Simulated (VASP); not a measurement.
**ZnS: single point with r2SCAN0**

The system is ZnS.

```
Zn S
1.0
     0.00000    2.68387    2.68387
     2.68387    0.00000    2.68387
     2.68387    2.68387    0.00000
Zn S
1 1
Direct
  0.75000 0.75000 0.75000
  0.00000 0.00000 0.00000
```

* Program: VASP 6.6.1
* Task: single point
* Functional: r2SCAN0
* Potentials or basis: VASP PAW PBE potentials, release 64 (Zn, S)
* Cutoff: 520 eV
* k mesh: 5 × 5 × 5
* Occupations: fermi-dirac, width 0.05 eV
* Spin: no spin polarisation
* Dipole correction: no
* Grid for exact exchange (PRECFOCK): Normal
* Further INCAR settings: ALGO = Normal; EDIFF = 1e-06; NBANDS = 16
* Share of exact exchange: 0.25

The pressure is 1.1 GPa and the band gap on the k mesh is 4.48 eV.

Levels at points of the mesh, in eV from the valence-band top:
| k point | band 7 | band 8 | band 9 | band 10 | band 11 | band 12 |
| --- | --- | --- | --- | --- | --- | --- |
| (0.00, 0.00, 0.00) | 0.00 | 0.00 | 0.00 | 4.48 | 8.75 | 8.75 |

Wall time 30 min on 1 thread of AMD EPYC 7R43 64-Core Processor (Zen 3) (shared host), peak memory 0.14 GiB.

Caveat: the PAW data sets were made with another functional, which shifts forces and pressure a little.
